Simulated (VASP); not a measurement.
SrCl2:

```
CELL_PARAMETERS angstrom
4.23444 0.00000 0.00000
-2.11722 3.66713 0.00000
0.00000 0.00000 6.83103
ATOMIC_POSITIONS crystal
Sr 0.00000 0.00000 0.00000
Cl 0.33333 0.66667 0.25200
Cl 0.66667 0.33333 0.74800
```

| Property | Result |
| --- | --- |
| Program | VASP 6.6.1 |
| Task | relaxation of cell and atoms |
| Functional | PBEsol |
| Potentials or basis | VASP PAW PBE potentials, release 64 (Sr_sv, Cl) |
| Cutoff | 600 eV |
| k mesh | 8 × 8 × 6 |
| Occupations | gaussian, width 0.05 eV |
| Spin | no spin polarisation |

At the start: pressure -2.5 GPa; volume 35.36 Å³/atom.

Q: How do energy, volume and symmetry change on relaxing?

A: Over 9 steps the energy falls by 89.1 meV/atom and the volume is 33.01 Å³/atom (-6.6 %); space group P-3m1 (No. 164, to 0.1 Å) before and after.

Step by step:
```
step  energy change (eV)  largest force (eV/Å)  pressure (GPa)  volume (Å³)
   1              0.0000                0.9117           -2.47       106.07
   2             -0.1714                0.3446            0.05        97.87
   3             -0.1830                0.1446            1.06        95.41
   4             -0.2259                0.1382            0.55        97.08
   5             -0.2578                0.1324           -0.90       101.75
   6             -0.2626                0.1350           -0.51       100.48
   7             -0.2673                0.0020            0.07        98.85
   8             -0.2673                0.0087            0.04        98.93
   9             -0.2674                0.0085            0.02        99.04
```

Final structure:
```cif
data_structure
_symmetry_space_group_name_H-M 'P 1'
_symmetry_Int_Tables_number 1
_cell_length_a 4.3842
_cell_length_b 4.3842
_cell_length_c 5.9500
_cell_angle_alpha 90.000
_cell_angle_beta 90.000
_cell_angle_gamma 120.000
_cell_volume 99.04
loop_
_atom_site_label
_atom_site_type_symbol
_atom_site_fract_x
_atom_site_fract_y
_atom_site_fract_z
_atom_site_occupancy
Sr1 Sr 0.00000 0.00000 0.00000 1
Cl1 Cl 0.33333 0.66667 0.23303 1
Cl2 Cl 0.66667 0.33333 0.76697 1
```

Caveat: the PAW data sets were made with another functional, which shifts forces and pressure a little.
